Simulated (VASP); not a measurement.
## ZnCd2Se3: single point with PBE

The system is ZnCd2Se3.

```
Zn Cd Se
1.0
     2.14290   -3.70764   -0.00190
    -6.39317   -3.68758    0.01005
     0.01571    0.00266  -10.49209
Zn Cd Se
2 4 6
Direct
  0.00034 0.00050 0.33277
  0.50045 0.50060 0.33270
  0.49991 0.83292 0.00930
  0.99948 0.33286 0.00929
  0.99952 0.66656 0.66098
  0.50044 0.16654 0.66081
  0.50034 0.83350 0.26391
  0.00035 0.33349 0.26394
  0.00028 0.00006 0.56830
  0.49951 0.50012 0.56830
  0.99984 0.66639 0.91489
  0.49954 0.16645 0.91484
```

```yaml
Program: VASP 6.6.1
Task: single point
Functional: PBE
Potentials_or_basis: VASP PAW PBE potentials, release 64 (Zn, Cd, Se)
Cutoff: 520 eV
k_mesh: 4 × 2 × 2
Occupations: gaussian, width 0.1 eV
Spin: no spin polarisation
Dipole_correction: no
Further_INCAR_settings: ALGO = Normal; EDIFF = 1e-06; NBANDS = 66
```

- Pressure: 0.3 GPa
- Largest force: 0.023 eV/Å
- Band gap on the k mesh: 0.54 eV

Forces in eV/Å, atoms in the order of the input:
```
Zn   0.000  0.001  0.017
Zn   0.002  0.003  0.014
Cd  -0.001  0.000  0.014
Cd   0.001 -0.001  0.011
Cd   0.002  0.002 -0.013
Cd  -0.002  0.001 -0.019
Se  -0.002  0.000 -0.023
Se  -0.001  0.000 -0.021
Se   0.001  0.000  0.014
Se   0.001 -0.003  0.015
Se  -0.002 -0.002 -0.006
Se   0.002  0.000 -0.002
```

Stress tensor (GPa, compression positive):
```
 0.21  0.00  0.00
 0.00  0.23 -0.01
 0.00 -0.01  0.32
```

Levels at points of the mesh, in eV from the valence-band top:
| k point | band 52 | band 53 | band 54 | band 55 | band 56 | band 57 |
| --- | --- | --- | --- | --- | --- | --- |
| (0.00, 0.00, 0.00) | -0.13 | -0.02 | 0.00 | 0.54 | 2.10 | 2.64 |
| (0.50, 0.00, 0.00) | -1.51 | -0.80 | -0.80 | 3.59 | 3.60 | 3.76 |
| (0.00, 0.50, 0.00) | -0.53 | -0.53 | -0.52 | 2.42 | 2.42 | 3.37 |
| (0.50, 0.50, 0.00) | -1.09 | -0.94 | -0.93 | 2.92 | 2.93 | 3.26 |
| (0.00, 0.00, 0.50) | -0.28 | -0.15 | -0.13 | 1.60 | 2.03 | 2.24 |
| (0.50, 0.00, 0.50) | -1.29 | -1.20 | -1.19 | 3.54 | 3.54 | 3.79 |
| (0.00, 0.50, 0.50) | -0.88 | -0.40 | -0.39 | 2.52 | 2.52 | 3.18 |
| (0.50, 0.50, 0.50) | -0.81 | -0.70 | -0.70 | 2.26 | 2.26 | 3.27 |

It took 7.1 min on 1 thread of Intel(R) Xeon(R) Platinum 8259CL CPU @ 2.50GHz (Skylake/Cascade Lake), on a shared host, peak memory 0.49 GiB.

Caveat: the k points lie up to 0.43 Å⁻¹ apart.
